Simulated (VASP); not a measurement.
Input of a VASP 6.6.1 run:

Contents of INCAR:

```
SYSTEM = KI
ALGO     = Normal         ! electronic algorithm
EDIFF    = 1E-6           ! SCF threshold, eV
EDIFFG   = -0.02          ! ionic threshold
ENCUT    = 600            ! plane-wave cutoff, eV
GGA      = RP             ! functional
IBRION   = 2              ! ionic algorithm
ISIF     = 3              ! what is computed and relaxed
ISMEAR   = -1             ! smearing method
LASPH    = .True.         ! aspherical terms in the spheres
LCHARG   = .False.        ! write CHGCAR
LREAL    = .False.        ! projectors in reciprocal space
LWAVE    = .False.        ! write WAVECAR
NELM     = 60             ! most SCF steps
NSW      = 80             ! ionic steps
PREC     = Accurate       ! precision mode
SIGMA    = 0.05           ! smearing width, eV
```

Contents of KPOINTS:

```
k-points
0
Gamma
  7 7 7
  0 0 0
```

POSCAR

```
KI
1.0
    0.0000000000      3.5327750000      3.5327750000
    3.5327750000      0.0000000000      3.5327750000
    3.5327750000      3.5327750000      0.0000000000
I K
1 1
Direct
    0.5000000000      0.5000000000      0.5000000000
    0.0000000000      0.0000000000      0.0000000000
```

Potentials or basis: VASP PAW PBE potentials, release 64 (I, K_sv).

Launch:

```console
$ cat potpaw_PBE.64/I/POTCAR potpaw_PBE.64/K_sv/POTCAR > POTCAR
$ mpirun -np 1 vasp_std > vasp.out
```

Q: What does it give for the space group after relaxing (to 0.1 Å)?

A: Fm-3m (No. 225).

Q: What does it give for the relaxed cell?

A: a = 5.251 Å, b = 5.251 Å, c = 5.251 Å, α = 60.00°, β = 60.00°, γ = 60.00°.

Q: Predict the relaxed volume.

A: 51.20 Å³/atom.

Q: What does it give for the band gap on the k mesh?

A: 3.94 eV.

Final structure:
```cif
data_structure
_symmetry_space_group_name_H-M 'P 1'
_symmetry_Int_Tables_number 1
_cell_length_a 5.2513
_cell_length_b 5.2513
_cell_length_c 5.2513
_cell_angle_alpha 60.000
_cell_angle_beta 60.000
_cell_angle_gamma 60.000
_cell_volume 102.40
loop_
_atom_site_label
_atom_site_type_symbol
_atom_site_fract_x
_atom_site_fract_y
_atom_site_fract_z
_atom_site_occupancy
I1 I 0.50000 0.50000 0.50000 1
K1 K 0.00000 0.00000 0.00000 1
```

Caveat: the volume moved by over 15 % at a fixed basis, so the end points are rough; the PAW data sets were made with another functional, which shifts forces and pressure a little; spin-orbit coupling is left out, which moves the levels of the heavy elements; an odd mesh through Γ misses points on the zone boundary, where band edges can lie. RPBE and its kin give volumes clearly too large for solids.
